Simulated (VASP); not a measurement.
Crystal: Si.

```xyz
2
Lattice="0.0000 2.7219 2.7219 2.7219 0.0000 2.7219 2.7219 2.7219 0.0000" Properties=species:S:1:pos:R:3 pbc="T T T"
Si    1.3609    1.3609    1.3609
Si    0.0000    0.0000    0.0000
```

Base run:

- Program: VASP 6.6.1
- Functional: r2SCAN
- Potentials or basis: VASP PAW PBE potentials, release 64 (Si)
- Cutoff: 550 eV
- k mesh: 7 × 7 × 7
- Occupations: gaussian, width 0.01 eV
- Spin: no spin polarisation

Its results: band gap on the k mesh 0.79 eV, indirect (least direct gap 2.75 eV); pressure -0.2 GPa.

Question: The run is repeated on the same cell with these changes: functional from r2SCAN to LDA; potentials or basis from VASP PAW PBE potentials, release 64 (Si) to VASP PAW LDA potentials, release 64 (Si); cutoff from 550 eV to 500 eV. What comes out?

Answer: Band gap on the k mesh 0.48 eV, indirect (least direct gap 2.52 eV); pressure -2.1 GPa.

Caveats: the PAW data sets were made with another functional, which shifts forces and pressure a little (some runs).

A k mesh can miss the band edges.
